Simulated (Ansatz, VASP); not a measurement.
# Two plane-wave programs on NiF2

File INCAR:

```
SYSTEM = NiF2
ALGO     = Normal         ! electronic algorithm
EDIFF    = 1E-6           ! SCF threshold, eV
ENCUT    = 520            ! plane-wave cutoff, eV
GGA_COMPAT= .FALSE.      
ISIF     = 2              ! what is computed and relaxed
ISMEAR   = -1             ! smearing method
LASPH    = .TRUE.         ! aspherical terms in the spheres
LCHARG   = .FALSE.        ! write CHGCAR
LMAXMIX  = 4              ! l up to which the mixer works
LORBIT   = 11             ! projections on sites
LORBMOM  = .TRUE.       
LREAL    = .FALSE.        ! projectors in reciprocal space
LSORBIT  = .TRUE.         ! spin-orbit coupling
LWAVE    = .FALSE.        ! write WAVECAR
MAGMOM   = 1 1.732 0 0 0 0 0 0 0 ! initial moments
NBANDS   = 37             ! bands
NELM     = 150            ! most SCF steps
PREC     = Accurate       ! precision mode
SIGMA    = 0.1            ! smearing width, eV
```

KPOINTS

```
k-points
0
G
  8 8 8
  0 0 0
```

File POSCAR:

```
NiF2
1.0
    1.4060366600      2.4353238000      0.0000000000
   -1.4060366600      2.4353238000      0.0000000000
   -1.4060366600      0.8117719400      4.6100871800
Ni F
1 2
Direct
    0.0000000000      0.0000000000      0.0000000000
    0.2500000000      0.5000000000      0.7500000000
    0.7500000000      0.5000000000      0.2500000000
```

Input for Ansatz:

```yaml
crystal:
  lattice:
    - [1.40603666, 2.4353238, 0.0]
    - [-1.40603666, 2.4353238, 0.0]
    - [-1.40603666, 0.81177194, 4.61008718]
  atoms:
    - { symbol: Ni, position: [0.0, 0.0, 0.0], spin: 2, spin_axis: [0.5, 0.86603, 0.0] }
    - { symbol: F, position: [0.25, 0.5, 0.75] }
    - { symbol: F, position: [0.75, 0.5, 0.25] }
kpoints:
  mp_grid: { grid: [8, 8, 8], shift: [0, 0, 0] }
  band_path:
    path:
      - [0.0, 0.0, 0.0]
      - [0.0, 0.0, 0.5]
      - [0.31266246, -0.31266246, 0.18733754]
      - [0.3126625, -0.37467553, -0.18733782]
      - [0.49999992, -3.2e-07, -4.6e-07]
      - [0.0, 0.0, 0.0]
      - [0.34366901, -0.34366901, -0.34366901]
      - [0.31266248, -0.34366899, -1.4e-07]
      - [3.2e-07, -0.49999992, 2.2e-07]
      - [0.0, 0.0, 0.0]
    npoints: 6
magnetization:
  noncollinear: true
  spin_orbit: true
scf:
  occupations: { method: fermi_dirac }
  lower_state_search: "off"
  max_iter: 200
hamiltonian:
  pseudopotentials: { kind: paw_fr }
  xc: lda
basis:
  ecutwfc: 420
  fft_grid_basis: typed
output:
  forces: true
  stress: true
  eigenvalues: true
  bader: true
  populations: true
  elf: true
  write_potential: true
  volumetric_format: npy
  dos:
    e_range: [-12, 8]
    de: 0.05
    projected: { site_lists: { F: [F], Ni: [Ni] } }
    method: { smearing: { sigma: 0.1, scheme: gaussian } }
checkpoint:
  read: saved_state
```

Alike in both runs: task single point; functional LDA; k mesh 8 × 8 × 8; non-collinear spin, spin-orbit coupling.

|  | VASP | Ansatz |
| --- | --- | --- |
| version | VASP 6.6.1 | Ansatz 0.2.0 |
| potentials or method | VASP PAW LDA potentials, release 64 (Ni, F), cutoff 520 eV | PAW plane waves |
| occupations | fermi-dirac, width 0.1 eV | fermi-dirac |
| valence electrons in the cell | 24 | 32 |

```tsv
	VASP	Ansatz	Ansatz less VASP
pressure (GPa)	-0.4	-0.3	+0.09
traceless stress, the component that is largest in VASP (GPa)	-9.92	-9.73	+0.184
rms of the force components (eV/Å)	0.405	0.418	+0.0129
net moment per atom (μB)	0.67	0.66	-0.001
```

LDA's correlation is that of Perdew and Zunger in VASP and of Perdew and Wang (1992) in Ansatz. Atom by atom the forces differ by 0.013 eV/Å (rms over components). VASP's potentials hold 24 valence electrons a cell and Ansatz's 32, so a difference there can come from the potentials and not from the codes. Ansatz's warnings: stress scf threshold loose.
